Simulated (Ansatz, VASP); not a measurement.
Two plane-wave programs on C

```
C
1.0
     3.44521    0.00000    0.00000
     0.00000    3.44521    0.00000
     0.00000    0.00000    4.12560
C
4
Direct
  0.19979 0.50000 0.00000
  0.80021 0.50000 0.00000
  0.50000 0.19979 0.00000
  0.50000 0.80021 0.00000
```

Alike in both runs: task relaxation of cell and atoms; functional PBE; k mesh 14 × 14 × 12; occupations gaussian, width 0.1 eV; no spin polarisation.

|  | VASP | Ansatz |
| --- | --- | --- |
| version | VASP 6.6.1 | Ansatz 0.2.0 |
| potentials or method | VASP PAW PBE potentials, release 64 (C_h), cutoff 910 eV | scalar-relativistic, plane waves, PAW |
| valence electrons in the cell | 16 | 16 |

Ansatz gave:

| Property | Result |
| --- | --- |
| gap on the k mesh at the Fermi level, each at its own relaxed structure (eV) | none |
| relaxed volume (Å³/atom) | 13.16 |
| relaxed length of the cell vector where the two differ most in proportion (Å) | 4.437 |

**Question.** Which values does VASP return?

**Answer.** gap on the k mesh at the Fermi level, each at its own relaxed structure (eV): none; relaxed volume (Å³/atom): 12.23; relaxed length of the cell vector where the two differ most in proportion (Å): 4.126.

A gap of «none» marks a metal or a gap that the smearing closes. One of these differences is far larger than is usual between the two programs; its cause wasn't traced.

Noted on VASP's run: the cutoff is under 1.25 times that of the potentials, so the pressure is a little rough.
